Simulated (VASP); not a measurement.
Here is a VASP 6.6.1 calculation.

The input INCAR:

```
PREC = Accurate
ENCUT = 520
EDIFF = 1E-6
ISMEAR = -1
SIGMA = 0.05
LREAL = Auto
LASPH = T
NELM = 60
ALGO = Normal
ISIF = 2
LWAVE = F
LCHARG = T
GGA = PS
LELF = T
LVHAR = T
NBANDS = 244
NELECT = 384.0
ISYM = 0
```

Contents of KPOINTS:

```
Automatic mesh
0
Gamma
  1 1 1
  0.25 0.25 0.25
```

POSCAR

```
B47N48
1.0
    7.6229900000      0.0000000000      0.0000000000
    0.0000000000      8.8022710000      0.0000000000
    0.0000000000      0.0000000000      8.4065820000
B N
47 48
Direct
    0.9999700000      0.1673600000      0.0002180000
    0.9999480000      0.1679100000      0.4982650000
    0.3331700000      0.1675460000      0.0013710000
    0.3336820000      0.1727150000      0.4972540000
    0.1671480000      0.4161060000      0.0014660000
    0.1726960000      0.4133850000      0.4972960000
    0.0000070000      0.6658450000      0.9996250000
    0.9999940000      0.6643070000      0.4983040000
    0.6667910000      0.1675390000      0.0013870000
    0.6663010000      0.1727260000      0.4972130000
    0.4999840000      0.4167810000      0.0043300000
    0.3340140000      0.6666150000      0.0011990000
    0.3388180000      0.6642430000      0.4972550000
    0.1667020000      0.9170210000      0.9995840000
    0.1658050000      0.9171420000      0.4987210000
    0.8328470000      0.4160960000      0.0014630000
    0.8273380000      0.4132810000      0.4972870000
    0.6660020000      0.6666210000      0.0012020000
    0.6613080000      0.6642120000      0.4972820000
    0.4999850000      0.9173520000      0.9998380000
    0.4999820000      0.9185190000      0.4982130000
    0.8332630000      0.9170220000      0.9995950000
    0.8341170000      0.9171540000      0.4987080000
    0.1667660000      0.0837120000      0.2511540000
    0.1675970000      0.0847080000      0.7488510000
    0.9998380000      0.3351500000      0.2522530000
    0.9999510000      0.3349280000      0.7487440000
    0.4998800000      0.0837650000      0.2506670000
    0.4999410000      0.0848060000      0.7482790000
    0.3328890000      0.3332710000      0.2573960000
    0.3390800000      0.3366410000      0.7483610000
    0.1672660000      0.5829890000      0.2506210000
    0.1680190000      0.5824730000      0.7480710000
    0.9999250000      0.8327280000      0.2497720000
    0.9999300000      0.8329710000      0.7487400000
    0.8330560000      0.0837180000      0.2511660000
    0.8322510000      0.0846970000      0.7488420000
    0.6668640000      0.3332570000      0.2574060000
    0.6608430000      0.3366100000      0.7483950000
    0.4999360000      0.5842030000      0.2570190000
    0.4999740000      0.5775260000      0.7480470000
    0.3327700000      0.8330380000      0.2508640000
    0.3336530000      0.8320920000      0.7485240000
    0.8326230000      0.5830310000      0.2506030000
    0.8319620000      0.5824880000      0.7480860000
    0.6670680000      0.8330650000      0.2508750000
    0.6662410000      0.8321130000      0.7485400000
    0.9999350000      0.1672130000      0.1871270000
    0.9999960000      0.1671450000      0.6869960000
    0.3333210000      0.1649900000      0.1866760000
    0.3335150000      0.1671150000      0.6871820000
    0.1656100000      0.4176970000      0.1867600000
    0.1673900000      0.4168510000      0.6873890000
    0.0000110000      0.6670420000      0.1865650000
    0.0000270000      0.6666080000      0.6864950000
    0.6665650000      0.1649780000      0.1866850000
    0.6664770000      0.1671020000      0.6871550000
    0.4999600000      0.4169650000      0.1893150000
    0.5000150000      0.4168890000      0.7027040000
    0.3316680000      0.6677040000      0.1865690000
    0.3336120000      0.6665950000      0.6869980000
    0.1660250000      0.9168210000      0.1864580000
    0.1663810000      0.9167830000      0.6870180000
    0.8342900000      0.4177270000      0.1867570000
    0.8326230000      0.4168290000      0.6874280000
    0.6683270000      0.6677100000      0.1865740000
    0.6664410000      0.6666230000      0.6870080000
    0.4999680000      0.9161750000      0.1868250000
    0.4999920000      0.9167580000      0.6865690000
    0.8339290000      0.9168170000      0.1864620000
    0.8335950000      0.9167950000      0.6870210000
    0.1640810000      0.0807260000      0.4372100000
    0.1662220000      0.0833320000      0.9370270000
    0.9997930000      0.3346270000      0.4381210000
    0.9999280000      0.3333250000      0.9372830000
    0.4998620000      0.0840100000      0.4362790000
    0.4999070000      0.0836540000      0.9368520000
    0.3188590000      0.3254580000      0.4312560000
    0.3316790000      0.3325780000      0.9411930000
    0.1672130000      0.5832650000      0.4361950000
    0.1667770000      0.5833810000      0.9367100000
    0.9999300000      0.8315670000      0.4366210000
    0.9999180000      0.8331750000      0.9365920000
    0.8357070000      0.0807230000      0.4372170000
    0.8335950000      0.0833170000      0.9370240000
    0.6809660000      0.3254250000      0.4312460000
    0.6681870000      0.3325290000      0.9412230000
    0.5000090000      0.6002940000      0.4309010000
    0.4999390000      0.5853380000      0.9410280000
    0.3308390000      0.8368520000      0.4370050000
    0.3331610000      0.8339450000      0.9367810000
    0.8327400000      0.5833460000      0.4361900000
    0.8331120000      0.5833850000      0.9367200000
    0.6689860000      0.8369430000      0.4369880000
    0.6666630000      0.8339550000      0.9367940000
```

Potentials or basis: VASP PAW PBE potentials, release 64 (B, N).

Command:

```sh
$ cat potpaw_PBE.64/B/POTCAR potpaw_PBE.64/N/POTCAR > POTCAR
$ mpirun -np 1 vasp_std > vasp.out
```

(1) What does it give for the largest force?

Answers

(1) 0.044 eV/Å.

Caveat: the cell carries a net charge on a neutralising background, which shifts energy and pressure; the PAW data sets were made with another functional, which shifts forces and pressure a little.
